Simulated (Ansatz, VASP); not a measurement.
# MgB in VASP and in Ansatz

```xyz
4
Lattice="3.0620 0.0000 0.0000 -1.5310 2.6518 0.0000 0.0000 0.0000 6.7836" Properties=species:S:1:pos:R:3 pbc="T T T"
Mg    0.0000    1.7679    4.7006
Mg    1.5310    0.8839    2.0831
B     1.5310    0.8839    6.6329
B     0.0000    1.7679    0.1507
```

Alike in both runs: task single point; functional PBE; k mesh 18 × 18 × 8; occupations gaussian, width 0.1 eV; no spin polarisation.

|  | VASP | Ansatz |
| --- | --- | --- |
| version | VASP 6.6.1 | Ansatz 0.2.0 |
| potentials or method | VASP PAW PBE potentials, release 64 (Mg, B), cutoff 600 eV | scalar-relativistic, plane waves, PAW |
| valence electrons in the cell | 10 | 26 |

|  | VASP | Ansatz | Ansatz less VASP |
| --- | --- | --- | --- |
| gap on the k mesh at the Fermi level (eV) | none | none | - |
| pressure (GPa) | -0.1 | 0.0 | +0.12 |
| rms of the force components (eV/Å) | 0.003 | 0.003 | -0.0006 |

Atom by atom the forces differ by 0.004 eV/Å (rms over components). A gap of «none» marks a metal or a gap that the smearing closes. VASP's potentials hold 10 valence electrons a cell and Ansatz's 26, so a difference there can come from the potentials and not from the codes.
